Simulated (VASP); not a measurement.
Write the native input for VASP 6.6.1 that does the following.

```yaml
Task: single point
Functional: PBE
Potentials_or_basis: VASP PAW PBE potentials, release 64 (Li_sv)
Cutoff: 520 eV
k_mesh: 6 × 6 × 6
Occupations: gaussian, width 0.2 eV
Spin: no spin polarisation
Dipole_correction: no
Further_INCAR_settings: ALGO = Fast; EDIFF = 1e-06; NBANDS = 22
```

The structure of Li lies in POSCAR:

```
Li
1.0
   -4.3191017232      0.0000000000      0.0000000000
   -2.1595508616     -2.1595508616      4.3325761776
   -2.1595508616      6.4786525848      4.3325761776
Li
8
Direct
    0.2499446243      0.1250830635      0.3750276878
    0.2499446243      0.6250830635      0.8750276878
    0.9999446243      0.7500830635      0.2500276878
    0.9999446243      0.2500830635      0.7500276878
    0.7500553757      0.3749169365      0.1249723122
    0.7500553757      0.8749169365      0.6249723122
    0.5000553757      0.4999169365      0.4999723122
    0.5000553757      0.9999169365      0.9999723122
```

This isn't the form of Li at room conditions, which is bcc.

One way to write it, as run:

INCAR

```
PREC = Accurate
ENCUT = 520
EDIFF = 1E-6
ISMEAR = 0
SIGMA = 0.2
LREAL = F
LASPH = T
NELM = 60
ALGO = Fast
ISIF = 2
LWAVE = F
LCHARG = F
GGA = PE
NBANDS = 22
```

KPOINTS

```
Automatic mesh
0
Gamma
  6 6 6
```

Potentials or basis: VASP PAW PBE potentials, release 64 (Li_sv).

The run is started by

```console
$ cat potpaw_PBE.64/Li_sv/POTCAR > POTCAR
$ mpirun -np 1 vasp_std > vasp.out
```

It gave:

* Band gap on the k mesh: zero (bands 12 and 13 overlap by 2.19 eV)

Wall time 2.1 min on 1 thread of Intel(R) Xeon(R) 6975P-C (Granite Rapids), on a shared host, peak memory 0.34 GiB.
